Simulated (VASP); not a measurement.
# HfN (R-3m) in VASP: a series of runs, part 2 of 2

VASP 6.6.1. Earlier steps stand in the parts before.

### 3 Single point, PBE

This run uses another cell than the first one, of the same volume but with other edges.

INCAR reads:

```
  ALGO = Normal
  EDIFF = 1E-6
  ENCUT = 520
  GGA = PE
  ISIF = 2
  ISMEAR = 0
  LASPH = T
  LCHARG = F
  LREAL = F
  LWAVE = F
  NBANDS = 14
  NELM = 60
  PREC = Accurate
  SIGMA = 0.15
```

KPOINTS reads:

```
k-points
0
Gamma
  20 20 20
```

POSCAR reads:

```
HfN
1.0
   -0.4895572879      2.0426355806      2.0426355806
    2.0426355806     -0.4895572879      2.0426355806
    2.0426355806      2.0426355806     -0.4895572879
Hf N
1 1
Direct
    0.0000000000      0.0000000000      0.0000000000
    0.5000000000      0.5000000000      0.5000000000
```

Potentials or basis: VASP PAW PBE potentials, release 64 (Hf_pv, N).

Started as:

```console
cat potpaw_PBE.64/Hf_pv/POTCAR potpaw_PBE.64/N/POTCAR > POTCAR
mpirun -np 1 vasp_std > vasp.out
```

OUTCAR:

```text
EDIFF = 1E-6
   ENCUT = 520
   GGA = PE
   ISIF = 2
   ISMEAR = 0
   LASPH = T
   LREAL = F
   NELM = 60
   PREC = Accurate

 ion  position               nearest neighbor table
   1  0.000  0.000  0.000-   2 2.31   2 2.31   2 2.31   2 2.31   2 2.31   2 2.31
   2  0.500  0.500  0.500-   1 2.31   1 2.31   1 2.31   1 2.31   1 2.31   1 2.31

  LATTYP: Found a trigonal (rhomboedric) cell.
 ALAT       =     2.9299123824
 COS(alpha) =     0.2530624440

  Lattice vectors:

 A1 = (  -0.4895572879,   2.0426355806,   2.0426355806)
 A2 = (   2.0426355806,  -0.4895572879,   2.0426355806)
 A3 = (   2.0426355806,   2.0426355806,  -0.4895572879)

Analysis of symmetry for initial positions (statically):
=====================================================================
 Subroutine PRICEL returns:
 Original cell was already a primitive cell.

 Routine SETGRP: Setting up the symmetry group for a
 trigonal (rhombohedral) supercell.

 Subroutine GETGRP returns: Found 12 space group operations
 (whereof 12 operations were pure point group operations)
 out of a pool of 12 trial point group operations.

The static configuration has the point symmetry D_3d.

Analysis of symmetry for dynamics (positions and initial velocities):
=====================================================================
 Subroutine PRICEL returns:
 Original cell was already a primitive cell.

 Routine SETGRP: Setting up the symmetry group for a
 trigonal (rhombohedral) supercell.

 Subroutine GETGRP returns: Found 12 space group operations
 (whereof 12 operations were pure point group operations)
 out of a pool of 12 trial point group operations.

The dynamic configuration has the point symmetry D_3d.

 Subroutine INISYM returns: Found 12 space group operations
 (whereof 12 operations are pure point group operations),
 and found     1 'primitive' translations

----------------------------------------------------------------------------------------

                                     Primitive cell
[... 116 lines left out ...]
   GGA     = PE    functional components
   LHFCALC =     F    Hartree Fock is set to
   AEXX    =    0.0000 exact exchange contribution
   IVDW    =     0    specifies the selected vdW correction
   LEPSILON=     F    determine dielectric tensor
   LRPA    =     F    only Hartree local field effects (RPA)
 non-spin polarized calculation
 Gauss-broadening in eV      SIGMA  =   0.15
  energy-cutoff  :      520.00
  volume of cell :       23.06
 maximum number of plane-waves:       640
 NGX is ok and might be reduce to    24

 number of electron      15.0000004 magnetization

 Free energy of the ion-electron system (eV)
  ---------------------------------------------------
  ext. energy  EPLUGINS =         0.00000000
  ---------------------------------------------------
  free energy    TOTEN  =       -20.51880005 eV

  energy without entropy =      -20.51068616  energy(sigma->0) =      -20.51474311

 E-fermi :   7.9196     XC(G=0): -12.7637

 val. band max:        7.9160723312   @ k =   0.4000   0.3500   0.2500
 cond. band min:       7.9214351419   @ k =   0.3500   0.3500   0.2500
 fundamental gap:      0.0053628107
 Fermi energy:         7.9195541883

 k-point     1 :       0.0000    0.0000    0.0000
  band No.  band energies     occupation
      1     -22.9726      2.00000
      2     -22.9726      2.00000
      3     -22.8339      2.00000
      4      -8.9356      2.00000
      5       5.5431      2.00000
      6       5.5431      2.00000
      7       5.8667      2.00000
      8       5.8667      2.00000
      9       6.3741      2.00000
     10       8.8610      0.00000
     11      11.6197      0.00000
     12      11.6197      0.00000
     13      14.1267      0.00000
     14      20.3462      0.00000
[... 377 lines left out ...]
      1     -23.8158      2.00000
      2     -22.9352      2.00000
      3     -22.8792      2.00000
      4      -6.9766      2.00000
      5       0.4640      2.00000
      6       2.8203      2.00000
      7       4.8126      2.00000
      8       8.2051      0.00709
      9       9.8377      0.00000
     10      11.5649      0.00000
     11      14.9190      0.00000
     12      15.1204      0.00000
     13      16.0346      0.00000
     14      19.7506      0.00000

 [... further k-points ...]
[... 5 lines left out ...]
  --------------------------------------------------------------------------------------
  -------------------------------------------------------------------------------------
  Total        0.2533442      0.2533442      0.2533442      2.6546285      2.6546285      2.6546285
  in kB       17.6052742     17.6052742     17.6052742    184.4742017    184.4742017    184.4742017
  external PRESSURE =      17.6052742 kB  Pullay stress =       0.0000000 kB

 VOLUME and BASIS-vectors are now :
 -----------------------------------------------------------------------------
  energy-cutoff  :      520.00
  volume of cell :       23.06
      direct lattice vectors                 reciprocal lattice vectors
    -0.489557288  2.042635581  2.042635581    -0.170573454  0.224341173  0.224341173
     2.042635581 -0.489557288  2.042635581     0.224341173 -0.170573454  0.224341173
     2.042635581  2.042635581 -0.489557288     0.224341173  0.224341173 -0.170573454

 POSITION                                       TOTAL-FORCE (eV/Angst)
 -----------------------------------------------------------------------------------
      0.00000      0.00000      0.00000         0.000000     -0.000000      0.000000
      1.79786      1.79786      1.79786        -0.000000      0.000000     -0.000000
 -----------------------------------------------------------------------------------
    total drift:                                0.000000     -0.000000      0.000000

  FREE ENERGIE OF THE ION-ELECTRON SYSTEM (eV)
  ---------------------------------------------------
  free  energy   TOTEN  =       -20.5188000532 eV

  energy  without entropy=      -20.5106861632  energy(sigma->0) =      -20.51474311
```

OSZICAR:

```text
N       E                     dE             d eps       ncg     rms          rms(c)
DAV:   1     0.386973654127E+02    0.38697E+02   -0.78205E+03 21940   0.101E+03
DAV:   2    -0.215256871099E+02   -0.60223E+02   -0.56026E+02 28730   0.234E+02
DAV:   3    -0.234757405914E+02   -0.19501E+01   -0.19410E+01 25538   0.349E+01
DAV:   4    -0.234827983970E+02   -0.70578E-02   -0.70570E-02 26942   0.243E+00
DAV:   5    -0.234828433885E+02   -0.44992E-04   -0.44991E-04 25736   0.164E-01    0.437E+01
DAV:   6    -0.206531516541E+02    0.28297E+01   -0.82363E+00 25450   0.215E+01    0.395E+01
DAV:   7    -0.205536870022E+02    0.99465E-01   -0.49111E-01 27406   0.604E+00    0.260E+01
DAV:   8    -0.205255759879E+02    0.28111E-01   -0.15814E-01 27730   0.321E+00    0.592E+00
DAV:   9    -0.205188431461E+02    0.67328E-02   -0.15474E-02 24790   0.999E-01    0.134E+00
DAV:  10    -0.205188179385E+02    0.25208E-04   -0.85190E-04 28644   0.254E-01    0.284E-01
DAV:  11    -0.205187998173E+02    0.18121E-04   -0.46229E-05 25158   0.659E-02    0.547E-02
DAV:  12    -0.205188000532E+02   -0.23589E-06   -0.42682E-06 27710   0.184E-02
   1 F= -.20518800E+02 E0= -.20514743E+02  d E =-.811389E-02
```

stdout:

```text
POSCAR found type information on POSCAR HfN
 POSCAR found :  2 types and       2 ions
 scaLAPACK will be used
 LDA part: xc-table for (Slater+PW92), standard interpolation
 POSCAR, INCAR and KPOINTS ok, starting setup
 FFT: planning ... GRIDC
 FFT: planning ... GRID_SOFT
 FFT: planning ... GRID
 WAVECAR not read
 entering main loop
```

Wall time 3.9 min (1 thread of AMD EPYC 7R13 (Zen 3), shared host); peak memory 0.33 GiB.

What came out:

```yaml
Free_energy: -20.5188 eV
Pressure: 1.8 GPa
```

Levels at points of the mesh, in eV from the Fermi level:
| k point | band 5 | band 6 | band 7 | band 8 | band 9 | band 10 |
| --- | --- | --- | --- | --- | --- | --- |
| (0.00, 0.00, 0.00) | -2.38 | -2.38 | -2.05 | -2.05 | -1.55 | 0.94 |
| (0.50, 0.00, 0.00) | -8.37 | -5.52 | -3.07 | 0.58 | 1.77 | 6.30 |
| (0.50, 0.50, 0.00) | -4.99 | -3.91 | -3.09 | -1.94 | 2.70 | 3.37 |
| (0.50, 0.50, 0.50) | -7.88 | -6.95 | -6.95 | 4.46 | 5.21 | 6.75 |

Caveat: spin-orbit coupling is left out, which moves the levels of the heavy elements.

### 4 Single point, PBE

This run uses another cell than the first one, of the same volume but with other edges.

INCAR reads:

```
PREC = Accurate ; ENCUT = 520
EDIFF = 1E-6 ; ISMEAR = 0
SIGMA = 0.15 ; LREAL = F
LASPH = T ; NELM = 60
ALGO = Normal ; ISIF = 2
LWAVE = F ; LCHARG = F
GGA = PE ; NBANDS = 14
```

KPOINTS reads:

```
Automatic mesh
0
Gamma
  20 20 20
```

POSCAR reads:

```
HfN
1.0
    0.5506417343      2.5651846645      2.5651846645
    2.5651846645      0.5506417343      2.5651846645
    2.5651846645      2.5651846645      0.5506417343
Hf N
1 1
Direct
    0.0000000000      0.0000000000      0.0000000000
    0.5000000000      0.5000000000      0.5000000000
```

Started as:

```console
cat potpaw_PBE.64/Hf_pv/POTCAR potpaw_PBE.64/N/POTCAR > POTCAR
mpirun -np 1 vasp_std > vasp.out
```

It took 7.8 min on 1 thread of AMD EPYC 7R13 (Zen 3), shared host; peak memory 0.35 GiB.

It converged, with:

- Free energy: -19.9563 eV
- Pressure: 8.5 GPa

Stress tensor (GPa, compression positive):
```
  8.52 -41.55 -41.55
-41.55   8.52 -41.55
-41.55 -41.55   8.52
```

Levels at points of the mesh, in eV from the Fermi level:
```
           k point  band 6  band 7  band 8  band 9  band 10  band 11
(0.00, 0.00, 0.00)   -2.67   -0.16   -0.16    1.26     1.26     4.84
(0.50, 0.00, 0.00)   -6.28   -2.92   -0.19    6.03     7.71     8.11
(0.50, 0.50, 0.00)   -3.32   -2.57   -1.03    3.87     4.53     5.30
(0.50, 0.50, 0.50)   -2.21   -2.21    1.18    3.31     3.31     7.96
```

Caveat: spin-orbit coupling is left out, which moves the levels of the heavy elements.

### 5 The runs side by side

| cell | gap on the mesh (eV) | pressure (GPa) |
| --- | --- | --- |
| a = 4.392 Å, angles 33.6°, 2 atoms | none | 32.4 |
| a = 2.930 Å, angles 75.3°, 2 atoms | none | 1.8 |
| a = 3.669 Å, angles 45.7°, 2 atoms | none | 8.5 |

Alike in all rows: task single point; level PBE; potentials or basis VASP PAW PBE potentials, release 64 (Hf_pv, N); no spin polarisation; k mesh 20 × 20 × 20; cutoff (eV) 520; smearing gaussian 0.15 eV.

Caveats: spin-orbit coupling is left out, which moves the levels of the heavy elements.

Absolute energies hang on the potentials; compare differences alone.
